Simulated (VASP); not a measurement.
A run of VASP 6.6.1:

Contents of INCAR:

```
SYSTEM = TlAsF4
PREC = Accurate ; ENCUT = 600
EDIFF = 1E-6 ; ISMEAR = -1
SIGMA = 0.03 ; LREAL = .FALSE.
LASPH = .TRUE. ; NELM = 120
ALGO = Normal ; ISIF = 2
LWAVE = .FALSE. ; LCHARG = .TRUE.
GGA = PS ; LELF = .TRUE.
LVHAR = .TRUE. ; NBANDS = 32
GGA_COMPAT = .FALSE.
```

KPOINTS

```
Automatic mesh
0
G
  4 6 4
  0 0 0
```

The input POSCAR:

```
TlAsF4
1.0
    5.0871233284      0.0000000000     -0.9316794138
    0.0000000000      3.3760270580      0.0000000000
   -1.0372847431      0.0000000000      7.0369340669
Tl As F
1 1 4
Direct
    0.0000000000      0.5000000000      0.5000000000
    0.0000000000      0.0000000000      0.0000000000
    0.2153113724      0.0000000000      0.2851881899
    0.2102697213      0.5000000000      0.9349561942
    0.7897302787      0.5000000000      0.0650438058
    0.7846886276      0.0000000000      0.7148118101
```

Potentials or basis: VASP PAW PBE potentials, release 64 (Tl_d, As, F).

The run is started by

```bash
$ cat potpaw_PBE.64/Tl_d/POTCAR potpaw_PBE.64/As/POTCAR potpaw_PBE.64/F/POTCAR > POTCAR
$ mpirun -np 1 vasp_std > vasp.out
```

Hardware: 1 thread of Intel(R) Xeon(R) 6975P-C (Granite Rapids) (shared host).

Question: Estimate the wall time of this run.

Answer: Run time: 2.1 min on 1 thread of Intel(R) Xeon(R) 6975P-C (Granite Rapids), with other jobs on the host, peak memory 0.35 GiB. Counts: scf iterations 15, k points 40.
